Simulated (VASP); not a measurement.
# Ga3As2P (I-4m2) in VASP: notebook, part 2 of 2

VASP 6.6.1. The steps go on from the part before.

## 4. Relaxation of cell and atoms, PBE

INCAR

```
PREC     = Accurate       # precision mode
ENCUT    = 600            # plane-wave cutoff, eV
EDIFF    = 1E-6           # SCF threshold, eV
ISMEAR   = 0              # smearing method
SIGMA    = 0.1            # smearing width, eV
LREAL    = False          # projectors in reciprocal space
LASPH    = True           # aspherical terms in the spheres
NELM     = 60             # most SCF steps
ALGO     = Normal         # electronic algorithm
ISIF     = 3              # what is computed and relaxed
LWAVE    = False          # write WAVECAR
LCHARG   = False          # write CHGCAR
GGA      = PE             # functional
IBRION   = 2              # ionic algorithm
NSW      = 90             # ionic steps
EDIFFG   = -0.04          # ionic threshold
```

KPOINTS

```
Automatic mesh
0
Gamma
  6 6 6
```

POSCAR

```
Ga3As2P
1.0
   -1.9374539900      1.9374539900      8.2199211200
    1.9374539900     -1.9374539900      8.2199211200
    1.9374539900      1.9374539900     -8.2199211200
Ga P As
3 1 2
Direct
    0.0000000000      0.0000000000      0.0000000000
    0.6666666700      0.6666666700      0.0000000000
    0.3333333300      0.3333333300      0.0000000000
    0.7500000000      0.2500000000      0.5000000000
    0.4166666700      0.9166666700      0.5000000000
    0.0833333300      0.5833333300      0.5000000000
```

Potentials or basis: VASP PAW PBE potentials, release 64 (Ga_d, P, As).

Run with:

```sh
$ cat potpaw_PBE.64/Ga_d/POTCAR potpaw_PBE.64/P/POTCAR potpaw_PBE.64/As/POTCAR > POTCAR
$ mpirun -np 1 vasp_std > vasp.out
```

OUTCAR:

```text
PREC = Accurate
   ENCUT = 600
   EDIFF = 1E-6
   ISMEAR = 0
   LREAL = False
   LASPH = True
   NELM = 60
   ISIF = 3
   GGA = PE
   IBRION = 2
   NSW = 90
   EDIFFG = -0.04

 ion  position               nearest neighbor table
   1  0.000  0.000  0.000-   6 2.37   5 2.37   6 2.37   5 2.37
   2  0.667  0.667  0.000-   4 2.37   4 2.37   6 2.37   6 2.37
   3  0.333  0.333  0.000-   4 2.37   4 2.37   5 2.37   5 2.37
   4  0.750  0.250  0.500-   3 2.37   2 2.37   3 2.37   2 2.37
   5  0.417  0.917  0.500-   1 2.37   1 2.37   3 2.37   3 2.37
   6  0.083  0.583  0.500-   1 2.37   1 2.37   2 2.37   2 2.37

  LATTYP: Found a body centered tetragonal cell.
 ALAT       =     3.8749079800
 C/A-ratio  =     4.2426406833

  Lattice vectors:

 A1 = (  -1.9374539900,   1.9374539900,   8.2199211200)
 A2 = (   1.9374539900,  -1.9374539900,   8.2199211200)
 A3 = (   1.9374539900,   1.9374539900,  -8.2199211200)

Analysis of symmetry for initial positions (statically):
=====================================================================
 Subroutine PRICEL returns:
 Original cell was already a primitive cell.

 Routine SETGRP: Setting up the symmetry group for a
 body centered tetragonal supercell.

 Subroutine GETGRP returns: Found  8 space group operations
 (whereof  8 operations were pure point group operations)
 out of a pool of 16 trial point group operations.

The static configuration has the point symmetry D_2d.

[... 153 lines left out ...]
 Gauss-broadening in eV      SIGMA  =   0.10
  energy-cutoff  :      600.00
  volume of cell :      123.42
 maximum number of plane-waves:      4143
 NGX is ok and might be reduce to    70
   NGX = 35   NGY = 35   NGZ = 35

--------------------------------------- Ionic step        1  -------------------------------------------

 number of electron      54.0000001 magnetization

 Free energy of the ion-electron system (eV)
  ---------------------------------------------------
  ext. energy  EPLUGINS =         0.00000000
  ---------------------------------------------------
  free energy    TOTEN  =       -25.23467915 eV

  energy without entropy =      -25.23467915  energy(sigma->0) =      -25.23467915

 E-fermi :   5.2081     XC(G=0):  -9.9301

 val. band max:        4.7375741637   @ k =   0.0000   0.0000   0.0000
 cond. band min:       6.1117170589   @ k =  -0.3333  -0.3333   0.3333
 fundamental gap:      1.3741428952
 Fermi energy:         5.2081398280

 k-point     1 :       0.0000    0.0000    0.0000
  band No.  band energies     occupation
      1     -10.2829      2.00000
      2     -10.1807      2.00000
      3     -10.1510      2.00000
      4     -10.1510      2.00000
      5     -10.1007      2.00000
      6     -10.0926      2.00000
[... 1070 lines left out ...]
--------------------------------------- Ionic step        7  -------------------------------------------

 number of electron      54.0000002 magnetization

 Free energy of the ion-electron system (eV)
  ---------------------------------------------------
  ext. energy  EPLUGINS =         0.00000000
  ---------------------------------------------------
  free energy    TOTEN  =       -25.60859973 eV

  energy without entropy =      -25.60859943  energy(sigma->0) =      -25.60859958

 E-fermi :   4.0470     XC(G=0):  -9.4662

 val. band max:        3.7603388585   @ k =   0.0000   0.0000   0.0000
 cond. band min:       4.3203896876   @ k =   0.0000   0.0000   0.0000
 fundamental gap:      0.5600508291
 Fermi energy:         4.0470451372

 k-point     1 :       0.0000    0.0000    0.0000
  band No.  band energies     occupation
      1     -11.0103      2.00000
      2     -10.9880      2.00000
      3     -10.9314      2.00000
      4     -10.9314      2.00000
      5     -10.9184      2.00000
      6     -10.8999      2.00000
[... 864 lines left out ...]
  FREE ENERGIE OF THE ION-ELECTRON SYSTEM (eV)
  ---------------------------------------------------
  free  energy   TOTEN  =       -25.6085997299 eV

  energy  without entropy=      -25.6085994250  energy(sigma->0) =      -25.60859958

 reached required accuracy - stopping structural energy minimisation
```

OSZICAR:

```text
N       E                     dE             d eps       ncg     rms          rms(c)
DAV:   1     0.442589902171E+03    0.44259E+03   -0.27994E+04  2024   0.269E+03
DAV:   2     0.352483182748E+02   -0.40734E+03   -0.39943E+03  2056   0.603E+02
DAV:   3    -0.232804962190E+02   -0.58529E+02   -0.56962E+02  2224   0.164E+02
DAV:   4    -0.258154593358E+02   -0.25350E+01   -0.25307E+01  2448   0.365E+01
[... 64 lines left out ...]
DAV:   3    -0.256087010309E+02    0.10829E-02   -0.22892E-03  2832   0.556E-01    0.437E-02
DAV:   4    -0.256086190611E+02    0.81970E-04   -0.40909E-04  2232   0.196E-01    0.199E-02
DAV:   5    -0.256086035235E+02    0.15538E-04   -0.17929E-05  3072   0.359E-02    0.102E-02
DAV:   6    -0.256086002664E+02    0.32571E-05   -0.51910E-06  2088   0.201E-02    0.273E-03
DAV:   7    -0.256085997299E+02    0.53654E-06   -0.45518E-07  1456   0.857E-03
   7 F= -.25608600E+02 E0= -.25608600E+02  d E =-.138934E-02
```

CONTCAR:

```text
Ga3As2P
   1.00000000000000
    -2.0067196608291624    2.0067196608291624    8.4908216333633444
     2.0067196608291624   -2.0067196608291624    8.4908216333633444
     2.0067196608291624    2.0067196608291624   -8.4908216333633444
  Ga              P               As
     3     1     2
Direct
     0.0000000000000000    0.0000000000000000    0.0000000000000000
     0.6708238908656163    0.6708238908656163    0.0000000000000000
     0.3291761091343837    0.3291761091343837    0.0000000000000000
     0.7500000000000000    0.2500000000000000    0.5000000000000000
     0.4146846144213696    0.9146846144213694    0.5000000000000000
     0.0853153855786304    0.5853153855786306    0.5000000000000000

  0.00000000E+00  0.00000000E+00  0.00000000E+00
  0.00000000E+00  0.00000000E+00  0.00000000E+00
  0.00000000E+00  0.00000000E+00  0.00000000E+00
  0.00000000E+00  0.00000000E+00  0.00000000E+00
  0.00000000E+00  0.00000000E+00  0.00000000E+00
  0.00000000E+00  0.00000000E+00  0.00000000E+00
```

Run time: 29 min. Hardware: 1 thread of AMD EPYC 9R45 (Zen 5), shared host; peak memory 0.8 GiB.

Results:

| Property | Result |
| --- | --- |
| Free energy | -25.6086 eV |
| Relaxed volume | 22.79 Å³/atom |
| Relaxed cell | a = 8.953 Å, b = 8.953 Å, c = 8.953 Å, α = 154.09°, β = 154.09°, γ = 36.96° |
| Space group after relaxing (to 0.1 Å) | I-4m2 (No. 119) |
| Energy gained by relaxing | 62.3 meV/atom |
| Ionic steps | 7 |
| Pressure after relaxing | -0.1 GPa |
| Largest force after relaxing | 0.012 eV/Å |
| Band gap on the k mesh | 0.56 eV |

Forces in eV/Å, atoms in the order of the input:
```
Ga   0.000  0.000  0.000
Ga   0.000  0.000 -0.012
Ga   0.000  0.000  0.012
P    0.000  0.000  0.000
As   0.000  0.000 -0.012
As   0.000  0.000  0.012
```

The path:
```csv
step,energy change (eV),largest force (eV/Å),pressure (GPa),volume (Å³)
1,0.0000,0.8698,8.54,123.42
2,-0.2865,0.2162,-3.06,144.07
3,-0.3544,0.3326,-0.21,137.09
4,-0.3655,0.1819,-0.08,136.79
5,-0.3724,0.1366,0.08,136.37
6,-0.3725,0.1326,0.16,136.30
7,-0.3739,0.0124,-0.13,136.77
```

Final structure:
```cif
data_structure
_symmetry_space_group_name_H-M 'P 1'
_symmetry_Int_Tables_number 1
_cell_length_a 8.9525
_cell_length_b 8.9525
_cell_length_c 8.9525
_cell_angle_alpha 154.094
_cell_angle_beta 154.094
_cell_angle_gamma 36.963
_cell_volume 136.77
loop_
_atom_site_label
_atom_site_type_symbol
_atom_site_fract_x
_atom_site_fract_y
_atom_site_fract_z
_atom_site_occupancy
Ga1 Ga 0.00000 0.00000 0.00000 1
Ga2 Ga 0.67082 0.67082 0.00000 1
Ga3 Ga 0.32918 0.32918 0.00000 1
P1 P 0.75000 0.25000 0.50000 1
As1 As 0.41468 0.91468 0.50000 1
As2 As 0.08532 0.58532 0.50000 1
```

Caveat: semilocal functionals underestimate gaps, and a narrow one can read as zero. A k mesh can miss the band edges.

## 5. Overview

```tsv
task	cell	cutoff (eV)	gap on the mesh (eV)	pressure (GPa)	largest force (eV/Å)
single point	a = 8.665 Å, angles 154.2, 154.2, 36.9°, 6 atoms, atomic positions A	520	1.37	8.5	0.87
single point	a = 8.943 Å, angles 154.1, 154.1, 36.9°, 6 atoms, atomic positions B	520	0.59	0.1	0.02
relaxation of cell and atoms	relaxed from a = 8.665 Å, angles 154.2, 154.2, 36.9°, 6 atoms, atomic positions A	600	0.56	-0.1	0.01
```

Alike in all rows: level PBE; potentials or basis VASP PAW PBE potentials, release 64 (Ga_d, P, As); no spin polarisation; k mesh 6 × 6 × 6; smearing gaussian 0.1 eV.

Caveats: semilocal functionals underestimate gaps, and a narrow one can read as zero (at least some runs); the cell stands under pressure (at least some runs).

Total energies depend on the potentials used, so only differences within one code and one set of settings carry meaning.
